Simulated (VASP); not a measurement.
# Na (I4/mmm) in VASP: further runs

The runs below take Na through single point, with PBE.

All numbers are computed with VASP 6.6.1; they aren't measurements. Logs are shortened: lines on timing, memory, paths and dates and some standing lists are left out, and cuts for length are marked.

## Step 1: The cell of the first run

It takes space group I4/mmm (No. 139, tetragonal). The conventional cell has a = 4.362 Å, b = 4.362 Å, c = 4.171 Å, α = 90.00°, β = 90.00°, γ = 90.00°. Within 4.9 Å of Na (site symmetry 4/mmm) lie 14 Na at 3.72 to 4.36 Å.

## Step 2: Single point, PBE (strain +0.030 along x and y, -0.015 along z)

Contents of INCAR:

```
SYSTEM = Na
ALGO = Fast
EDIFF = 1E-7
ENCUT = 520
GGA = PE
ISIF = 2
ISMEAR = 0
LASPH = .True.
LCHARG = .True.
LELF = .True.
LREAL = .False.
LVHAR = .True.
LWAVE = .False.
NBANDS = 10
NELM = 60
PREC = Accurate
SIGMA = 0.15
```

Contents of KPOINTS:

```
k-points
0
Gamma
  16 16 16
  0 0 0
```

Contents of POSCAR:

```
Na
1.0
   -2.1810250000      2.1810250000      2.0857375000
    2.1810250000     -2.1810250000      2.0857375000
    2.1810250000      2.1810250000     -2.0857375000
Na
1
Direct
    0.0000000000      0.0000000000      0.0000000000
```

Potentials or basis: VASP PAW PBE potentials, release 64 (Na_pv).

Launch:

```bash
$ cat potpaw_PBE.64/Na_pv/POTCAR > POTCAR
$ mpirun -np 1 vasp_std > vasp.out
```

OUTCAR:

```text
SYSTEM = Na
   EDIFF = 1E-7
   ENCUT = 520
   GGA = PE
   ISIF = 2
   ISMEAR = 0
   LASPH = .True.
   LREAL = .False.
   NELM = 60
   PREC = Accurate

 ion  position               nearest neighbor table
   1  0.000  0.000  0.000-

  LATTYP: Found a body centered tetragonal cell.
 ALAT       =     4.3620500000
 C/A-ratio  =     0.9563106796

  Lattice vectors:

 A1 = (  -2.1810250000,   2.1810250000,   2.0857375000)
 A2 = (   2.1810250000,  -2.1810250000,   2.0857375000)
 A3 = (   2.1810250000,   2.1810250000,  -2.0857375000)

Analysis of symmetry for initial positions (statically):
=====================================================================
 Subroutine PRICEL returns:
 Original cell was already a primitive cell.

 Routine SETGRP: Setting up the symmetry group for a
 body centered tetragonal supercell.

 Subroutine GETGRP returns: Found 16 space group operations
 (whereof 16 operations were pure point group operations)
 out of a pool of 16 trial point group operations.

The static configuration has the point symmetry D_4h.

Analysis of symmetry for dynamics (positions and initial velocities):
=====================================================================
 Subroutine PRICEL returns:
 Original cell was already a primitive cell.

 Routine SETGRP: Setting up the symmetry group for a
 body centered tetragonal supercell.

 Subroutine GETGRP returns: Found 16 space group operations
 (whereof 16 operations were pure point group operations)
 out of a pool of 16 trial point group operations.

The dynamic configuration has the point symmetry D_4h.

 Subroutine INISYM returns: Found 16 space group operations
 (whereof 16 operations are pure point group operations),
 and found     1 'primitive' translations

----------------------------------------------------------------------------------------

                                     Primitive cell

  volume of cell :      39.6863

  direct lattice vectors                    reciprocal lattice vectors
    -2.181025000  2.181025000  2.085737500     0.000000000  0.229250009  0.239723359
     2.181025000 -2.181025000  2.085737500     0.229250009  0.000000000  0.239723359
     2.181025000  2.181025000 -2.085737500     0.229250009  0.229250009  0.000000000

  length of vectors
     3.723444779  3.723444779  3.723444779     0.331696933  0.331696933  0.324208471

  position of ions in fractional coordinates (direct lattice)
     0.000000000  0.000000000  0.000000000

  ion indices of the primitive-cell ions
   primitive index   ion index
                 1           1

----------------------------------------------------------------------------------------

 KPOINTS: k-points

Automatic generation of k-mesh.
 Grid dimensions read from file:
 generate k-points for:   16   16   16

 Generating k-lattice:

  Cartesian coordinates                     Fractional coordinates (reciprocal lattice)
     0.000000000  0.014328126  0.014982710     0.062500000  0.000000000 -0.000000000
     0.014328126  0.000000000  0.014982710     0.000000000  0.062500000 -0.000000000
     0.014328126  0.014328126  0.000000000     0.000000000  0.000000000  0.062500000

  Length of vectors
     0.020731058  0.020731058  0.020263029

  Shift w.r.t. Gamma in fractional coordinates (k-lattice)
     0.000000000  0.000000000  0.000000000

 Subroutine IBZKPT returns following result:
 ===========================================

 Found    349 irreducible k-points:

 Following reciprocal coordinates:
            Coordinates               Weight
  0.000000  0.000000  0.000000      1.000000
  0.062500 -0.000000  0.000000      8.000000
  0.125000 -0.000000  0.000000      8.000000
  0.187500 -0.000000  0.000000      8.000000
  0.250000 -0.000000  0.000000      8.000000
  0.312500 -0.000000  0.000000      8.000000
[... 16 lines left out ...]
 -0.125000  0.062500 -0.000000     16.000000
 -0.062500  0.062500  0.000000      4.000000
 [... further k-points ...]
   k-points           NKPTS =    349   k-points in BZ     NKDIM =    349   number of bands    NBANDS=     10
   number of dos      NEDOS =    301   number of ions     NIONS =      1
   total plane-waves  NPLWV =  21952
   dimension x,y,z NGX =    28 NGY =   28 NGZ =   28
   dimension x,y,z NGXF=    56 NGYF=   56 NGZF=   56
   ions per type =               1
   NGX,Y,Z   is equivalent  to a cutoff of  12.50, 12.50, 12.50 a.u.
   NGXF,Y,Z  is equivalent  to a cutoff of  25.00, 25.00, 25.00 a.u.
 SYSTEM =  Na
   PREC   = accura    normal or accurate (medium, high low for compatibility)
   ISTART =      0    job   : 0-new  1-cont  2-samecut
   ICHARG =      2    charge: 1-file 2-atom 10-const
   ISPIN  =      1    spin polarized calculation?
   LNONCOLLINEAR =      F non collinear calculations
   LSORBIT =      F    spin-orbit coupling
   LASPH  =      T    aspherical Exc in radial PAW
   ENCUT  =  520.0 eV  38.22 Ry    6.18 a.u.   6.92  6.92  6.92*2*pi/ulx,y,z
   NELM   =     60;   NELMIN=  2; NELMDL= -5     # of ELM steps
   EDIFF  = 0.1E-06   stopping-criterion for ELM
   LREAL  =      F    real-space projection
   EDIFFG = 0.1E-05   stopping-criterion for IOM
   NSW    =      0    number of steps for IOM
   IBRION =     -1    ionic relax: 0-MD 1-quasi-New 2-CG
   NFREE  =      0    steps in history (QN), initial steepest desc. (CG)
   ISIF   =      2    stress and relaxation
   ISYM   =      2    0-nonsym 1-usesym 2-fastsym
   POTIM  = 0.5000    time-step for ionic-motion
   TEBEG  =    0.0;   TEEND  =   0.0 temperature during run
   PSTRESS=    0.0 pullay stress
   NELECT =       7.0000    total number of electrons
   NUPDOWN=      -1.0000    fix difference up-down
   EMIN   =  10.00;   EMAX   =-10.00  energy-range for DOS
   EFERMI =   0.00;   METHOD = LEGACY
   ISMEAR =     0;   SIGMA  =   0.15  broadening in eV -4-tet -1-fermi 0-gaus
   EFERMI_NEDOS =   21; number of points for ismear=-14 and -15
   IALGO  =     68    algorithm
   IMIX   =      4    mixing-type and parameters
     AMIX     =   0.40;   BMIX     =  1.00
     AMIX_MAG =   1.60;   BMIX_MAG =  1.00
  volume/ion in A,a.u.               =      39.69       267.82
  Fermi-wavevector in a.u.,A,eV,Ry     =   0.918108  1.734973 11.468659  0.842923
  Thomas-Fermi vector in A             =   2.043153
   LORBIT       =      0    0 simple, 1 ext, 2 COOP (PROOUT), +10 PAW based schemes
   GGA     = PE    functional components
   LHFCALC =     F    Hartree Fock is set to
   AEXX    =    0.0000 exact exchange contribution
   IVDW    =     0    specifies the selected vdW correction
   LEPSILON=     F    determine dielectric tensor
   LRPA    =     F    only Hartree local field effects (RPA)
 non-spin polarized calculation
 RMM-DIIS sequential band-by-band and
 Gauss-broadening in eV      SIGMA  =   0.15
  energy-cutoff  :      520.00
  volume of cell :       39.69
 maximum number of plane-waves:      1092
   NGX = 13   NGY = 13   NGZ = 13

 number of electron       7.0000003 magnetization

 Free energy of the ion-electron system (eV)
  ---------------------------------------------------
  ext. energy  EPLUGINS =         0.00000000
  ---------------------------------------------------
  free energy    TOTEN  =        -1.30960612 eV

  energy without entropy =       -1.30433856  energy(sigma->0) =       -1.30697234

 E-fermi :   0.1399     XC(G=0):  -6.3275

 val. band max:        0.1118294586   @ k =   0.5000   0.1875   0.0000
 cond. band min:       0.1494110942   @ k =  -0.2500  -0.3125   0.1250
 fundamental gap:      0.0375816355
 Fermi energy:         0.1399134955

 k-point     1 :       0.0000    0.0000    0.0000
  band No.  band energies     occupation
      1     -24.8176      2.00000
      2     -24.8174      2.00000
      3     -24.8174      2.00000
      4      -2.9973      2.00000
      5      11.0121      0.00000
      6      11.6722      0.00000
      7      11.6722      0.00000
      8      12.0826      0.00000
      9      12.5273      0.00000
     10      12.5623      0.00000

 k-point     2 :       0.0625   -0.0000    0.0000
  band No.  band energies     occupation
      1     -24.8186      2.00000
      2     -24.8178      2.00000
      3     -24.8175      2.00000
      4      -2.9306      2.00000
      5      10.6375      0.00000
      6      10.6873      0.00000
      7      11.2559      0.00000
      8      11.5316      0.00000
      9      12.1597      0.00000
     10      13.0175      0.00000

 k-point     3 :       0.1250   -0.0000    0.0000
  band No.  band energies     occupation
      1     -24.8216      2.00000
      2     -24.8189      2.00000
      3     -24.8176      2.00000
      4      -2.7309      2.00000
      5       9.0935      0.00000
      6       9.9968      0.00000
      7      10.6041      0.00000
      8      10.8486      0.00000
      9      11.7535      0.00000
     10      13.1589      0.00000

 k-point     4 :       0.1875   -0.0000    0.0000
  band No.  band energies     occupation
      1     -24.8261      2.00000
      2     -24.8205      2.00000
      3     -24.8176      2.00000
      4      -2.3997      2.00000
      5       7.5287      0.00000
      6       9.3843      0.00000
      7      10.0132      0.00000
      8      10.2360      0.00000
      9      11.3025      0.00000
     10      13.4130      0.00000

 k-point     5 :       0.2500   -0.0000    0.0000
  band No.  band energies     occupation
      1     -24.8315      2.00000
      2     -24.8223      2.00000
      3     -24.8177      2.00000
      4      -1.9393      2.00000
      5       6.0491      0.00000
      6       8.8595      0.00000
      7       9.5263      0.00000
      8       9.7304      0.00000
      9      10.8511      0.00000
     10      13.7580      0.00000

 k-point     6 :       0.3125   -0.0000    0.0000
  band No.  band energies     occupation
      1     -24.8367      2.00000
      2     -24.8242      2.00000
      3     -24.8178      2.00000
      4      -1.3530      2.00000
      5       4.6680      0.00000
      6       8.4416      0.00000
      7       9.1493      0.00000
      8       9.3373      0.00000
      9      10.4565      0.00000
     10      14.2021      0.00000
[... 183 lines left out ...]
 k-point    21 :      -0.2500    0.0625   -0.0000
  band No.  band energies     occupation
      1     -24.8291      2.00000
      2     -24.8213      2.00000
      3     -24.8180      2.00000
      4      -2.1479      2.00000
      5       6.8303      0.00000
      6       8.2452      0.00000
      7       9.7117      0.00000
      8      10.3121      0.00000
      9      11.8148      0.00000
     10      13.2910      0.00000

 k-point    22 :      -0.1875    0.0625   -0.0000
  band No.  band energies     occupation
      1     -24.8243      2.00000
      2     -24.8195      2.00000
      3     -24.8179      2.00000
      4      -2.5408      2.00000
      5       8.2955      0.00000
      6       8.8561      0.00000
      7      10.2753      0.00000
      8      10.8328      0.00000
      9      12.1648      0.00000
     10      13.0287      0.00000

 k-point    23 :      -0.1250    0.0625   -0.0000
  band No.  band energies     occupation
      1     -24.8206      2.00000
      2     -24.8183      2.00000
      3     -24.8177      2.00000
      4      -2.8033      2.00000
      5       9.3577      0.00000
      6      10.0257      0.00000
      7      10.9032      0.00000
      8      11.3537      0.00000
      9      12.2142      0.00000
     10      13.0137      0.00000

 k-point    24 :      -0.0625    0.0625    0.0000
  band No.  band energies     occupation
      1     -24.8185      2.00000
      2     -24.8180      2.00000
      3     -24.8174      2.00000
      4      -2.9335      2.00000
      5      10.1123      0.00000
      6      11.2551      0.00000
      7      11.3939      0.00000
      8      11.6430      0.00000
      9      12.0893      0.00000
     10      12.6206      0.00000

 [... further k-points ...]
[... 5 lines left out ...]
  --------------------------------------------------------------------------------------
  -------------------------------------------------------------------------------------
  Total       -0.1296037     -0.1296037     -0.1090524      0.0000000     -0.0000000      0.0000000
  in kB       -5.2322315     -5.2322315     -4.4025554      0.0000000     -0.0000000      0.0000000
  external PRESSURE =      -4.9556728 kB  Pullay stress =       0.0000000 kB

 VOLUME and BASIS-vectors are now :
 -----------------------------------------------------------------------------
  energy-cutoff  :      520.00
  volume of cell :       39.69
      direct lattice vectors                 reciprocal lattice vectors
    -2.181025000  2.181025000  2.085737500     0.000000000  0.229250009  0.239723359
     2.181025000 -2.181025000  2.085737500     0.229250009  0.000000000  0.239723359
     2.181025000  2.181025000 -2.085737500     0.229250009  0.229250009  0.000000000

 POSITION                                       TOTAL-FORCE (eV/Angst)
 -----------------------------------------------------------------------------------
      0.00000      0.00000      0.00000         0.000000      0.000000     -0.000000
 -----------------------------------------------------------------------------------
    total drift:                               -0.000000     -0.000000     -0.000000

  FREE ENERGIE OF THE ION-ELECTRON SYSTEM (eV)
  ---------------------------------------------------
  free  energy   TOTEN  =        -1.3096061180 eV

  energy  without entropy=       -1.3043385574  energy(sigma->0) =       -1.30697234
```

It took 93 s on 1 thread of Intel Xeon Platinum 8375C at 2.90GHz (Ice Lake), shared host; peak memory 0.23 GiB.

Results:

- Free energy: -1.3096 eV
- Pressure: -0.5 GPa
- Band gap on the k mesh: zero (an odd number of electrons rules out a gap without spin polarisation)

Stress tensor (GPa, compression positive):
```
-0.52  0.00  0.00
 0.00 -0.52  0.00
 0.00  0.00 -0.44
```

Levels at points of the mesh, in eV from the Fermi level:
| k point | band 1 | band 2 | band 3 | band 4 | band 5 | band 6 | band 7 |
| --- | --- | --- | --- | --- | --- | --- | --- |
| (0.00, 0.00, 0.00) | -24.96 | -24.96 | -24.96 | -3.14 | 10.87 | 11.53 | 11.53 |
| (0.50, 0.00, 0.00) | -24.99 | -24.97 | -24.96 | 0.80 | 1.22 | 7.76 | 8.53 |
| (0.50, 0.50, 0.00) | -24.99 | -24.97 | -24.96 | 0.64 | 1.01 | 8.31 | 9.08 |
| (0.50, 0.50, 0.50) | -24.98 | -24.98 | -24.98 | 4.23 | 4.43 | 4.43 | 4.55 |

Caveat: the cell differs from its parent crystal (strain +0.030 along x and y, -0.015 along z).

## Step 3: Single point, PBE (strain +0.030 along x and y, +0.000 along z)

Contents of INCAR:

```
SYSTEM = Na
PREC = Accurate ; ENCUT = 520
EDIFF = 1E-6 ; ISMEAR = 0
SIGMA = 0.15 ; LREAL = .FALSE.
LASPH = .TRUE. ; NELM = 80
ALGO = Normal ; ISIF = 2
LWAVE = .FALSE. ; LCHARG = .FALSE.
GGA = PE ; NBANDS = 10
```

Contents of KPOINTS:

```
Automatic mesh
0
G
  16 16 16
  0 0 0
```

Contents of POSCAR:

```
Na
1.0
   -2.1810250000      2.1810250000      2.1175000000
    2.1810250000     -2.1810250000      2.1175000000
    2.1810250000      2.1810250000     -2.1175000000
Na
1
Direct
    0.0000000000      0.0000000000      0.0000000000
```

Potentials or basis: VASP PAW PBE potentials, release 64 (Na_pv).

Launch:

```bash
$ cat potpaw_PBE.64/Na_pv/POTCAR > POTCAR
$ mpirun -np 1 vasp_std > vasp.out
```

Run time: 63 s. Hardware: 1 thread of Intel Xeon Platinum 8375C at 2.90GHz (Ice Lake), shared host; peak memory 0.23 GiB.

The run converged. Its results:

```
Free energy            : -1.3078 eV
Pressure               : -0.6 GPa
Band gap on the k mesh : zero (an odd number of electrons rules out a gap without spin polarisation)
```

Levels at points of the mesh, in eV from the Fermi level:
| k point | band 1 | band 2 | band 3 | band 4 | band 5 | band 6 | band 7 | band 8 |
| --- | --- | --- | --- | --- | --- | --- | --- | --- |
| (0.00, 0.00, 0.00) | -24.97 | -24.97 | -24.97 | -3.11 | 10.92 | 11.35 | 11.35 | 11.95 |
| (0.50, 0.00, 0.00) | -25.00 | -24.98 | -24.97 | 0.77 | 1.17 | 7.75 | 8.49 | 8.67 |
| (0.50, 0.50, 0.00) | -25.00 | -24.98 | -24.97 | 0.67 | 1.04 | 8.11 | 8.85 | 9.04 |
| (0.50, 0.50, 0.50) | -24.99 | -24.99 | -24.99 | 4.27 | 4.46 | 4.46 | 4.49 | 4.95 |

Caveat: the cell differs from its parent crystal (strain +0.030 along x and y, +0.000 along z).

The gap in the log of VASP goes by the Fermi energy; the results here count the filled bands.